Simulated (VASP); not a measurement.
Set up this calculation in VASP 6.6.1, as the native input.

| Property | Result |
| --- | --- |
| Task | single point |
| Functional | PBE |
| Potentials or basis | VASP PAW PBE potentials, release 64 (Zn, O) |
| Cutoff | 600 eV |
| k mesh | 6 × 6 × 4 |
| Occupations | methfessel-paxton, width 0.01 eV |
| Spin | no spin polarisation |
| Dipole correction | no |
| Further INCAR settings | ALGO = Normal; EDIFF = 1e-06; NBANDS = 26 |

The structure of ZnO lies in POSCAR:

```
ZnO
1.0
    3.2493080000      0.0000000000      0.0000000000
   -1.6246540000      2.8139832727      0.0000000000
    0.0000000000      0.0000000000      5.2057090000
Zn O
2 2
Direct
    0.3333333333      0.6666666667      0.5000000000
    0.6666666667      0.3333333333      0.0000000000
    0.6666666667      0.3333333333      0.3790100000
    0.3333333333      0.6666666667      0.8790100000
```

One way to write it, as run:

INCAR

```
SYSTEM = ZnO
PREC = Accurate
ENCUT = 600
EDIFF = 1E-6
ISMEAR = 1
SIGMA = 0.01
LREAL = .FALSE.
LASPH = .TRUE.
NELM = 120
ALGO = Normal
ISIF = 2
LWAVE = .FALSE.
LCHARG = .FALSE.
GGA = PE
NBANDS = 26
GGA_COMPAT = .FALSE.
```

KPOINTS

```
regular mesh
0
G
  6 6 4
  0 0 0
```

Potentials or basis: VASP PAW PBE potentials, release 64 (Zn, O).

Launch:

```sh
$ cat potpaw_PBE.64/Zn/POTCAR potpaw_PBE.64/O/POTCAR > POTCAR
$ mpirun -np 1 vasp_std > vasp.out
```

It gave:

```yaml
Pressure: 5.8 GPa
Largest_force: 0.074 eV/Å
Band_gap_on_the_k_mesh: 0.79 eV
```

Caveat: the cell stands under pressure; semilocal functionals underestimate gaps, and a narrow one can read as zero.

It took 35 s on 1 thread of Intel Xeon 8259CL, with other jobs on the host, peak memory 0.18 GiB.
